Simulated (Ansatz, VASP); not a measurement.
**One calculation of CdSe, two programs**

```
Cd Se
1.0
     4.30098   -0.01075   -0.01075
    -2.15980    3.73014   -0.00394
    -0.01756   -0.01756    7.02255
Cd Se
2 2
Direct
  0.33372 0.66717 0.00471
  0.66769 0.33386 0.50471
  0.33420 0.66617 0.38029
  0.66439 0.33280 0.88028
```

Change from the starting cell: equal xy, yz and zx engineering shears of -0.5 %.

Alike in both runs: functional PBEsol; k mesh 6 × 6 × 4; no spin polarisation.

Ansatz relaxed the structure, and its values are those at the end. VASP's run is a single point on that final structure, the one shown.

```csv
,VASP,Ansatz
version,VASP 6.6.1,Ansatz 0.2.0
potentials or method,"VASP PAW PBE potentials, release 64 (Cd, Se), cutoff 520 eV","all-electron LAPW, scalar-relativistic"
occupations,"gaussian, width 0.01 eV",fixed
```

Ansatz gave:

| Item | Value |
| --- | --- |
| gap on the k mesh at the Fermi level (eV) | 0.53 |
| pressure (GPa) | 0.0 |

Question: Which values does VASP return?

Answer: gap on the k mesh at the Fermi level (eV): 0.53; pressure (GPa): 0.4.

VASP's potentials were made for PBE, not for PBEsol. Ansatz ran all-electron here, and VASP with PAW potentials.
